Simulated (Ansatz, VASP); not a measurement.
**One calculation of C, two programs**

POSCAR

```
C
1.0
    0.0000000000      2.0948551915      3.6151901162
    1.2095023860      0.0000000000      3.6151901162
    1.2095023860      2.0948551915      0.0000000000
C
2
Direct
    0.1667039277      0.8332960723      0.1667039277
    0.8332960723      0.1667039277      0.8332960723
```

The input INCAR.step1:

```
PREC = Accurate
ENCUT = 520
ISMEAR = 0
SIGMA = 0.05
LREAL = F
LASPH = T
NELM = 60
NBANDS = 11
GGA = PE
ALGO = Normal
EDIFF = 1E-4
LWAVE = T
LCHARG = F
```

Contents of INCAR.step2:

```
PREC = Accurate
ENCUT = 520
EDIFF = 1E-6
ISMEAR = 0
SIGMA = 0.05
LREAL = F
LASPH = T
NELM = 60
ALGO = Normal
ISIF = 2
LWAVE = F
LCHARG = F
METAGGA = R2SCAN
LMIXTAU = T
NBANDS = 11
ISTART = 1
```

File KPOINTS:

```
Automatic mesh
0
Gamma
  14 14 14
```

Input for Ansatz:

```yaml
crystal:
  lattice:
    - [0.0, 2.0948551915, 3.6151901162]
    - [1.209502386, 0.0, 3.6151901162]
    - [1.209502386, 2.0948551915, 0.0]
  atoms:
    - { symbol: C, position: [0.1667039277, 0.8332960723, 0.1667039277] }
    - { symbol: C, position: [0.8332960723, 0.1667039277, 0.8332960723] }
basis:
  ecutwfc: 500
kpoints:
  mp_grid: { grid: [14, 14, 14] }
hamiltonian:
  xc: r2scan
scf:
  occupations: { method: gaussian, width: 0.05 }
output:
  forces: true
  stress: true
  eigenvalues: true
```

Change from the starting cell: strain -0.015 along x and y, +0.015 along z, atoms carried along.

Alike in both runs: task single point; functional r2SCAN; k mesh 14 × 14 × 14; occupations gaussian, width 0.05 eV; no spin polarisation.

|  | VASP | Ansatz |
| --- | --- | --- |
| version | VASP 6.6.1 | Ansatz 0.2.0 |
| potentials or method | VASP PAW PBE potentials, release 64 (C), cutoff 520 eV | scalar-relativistic, plane waves, PAW |
| valence electrons in the cell | 8 | 8 |

|  | VASP | Ansatz | Ansatz less VASP |
| --- | --- | --- | --- |
| gap on the k mesh at the Fermi level (eV) | 0.76 | 0.76 | -0.001 |
| least direct gap on the mesh (eV) | 0.88 | 0.88 | -0.001 |
| pressure (GPa) | 13.4 | 12.8 | -0.66 |
| traceless stress, the component that is largest in VASP (GPa) | -13.87 | -13.10 | +0.769 |

VASP's potentials were made for PBE, not for r2SCAN.
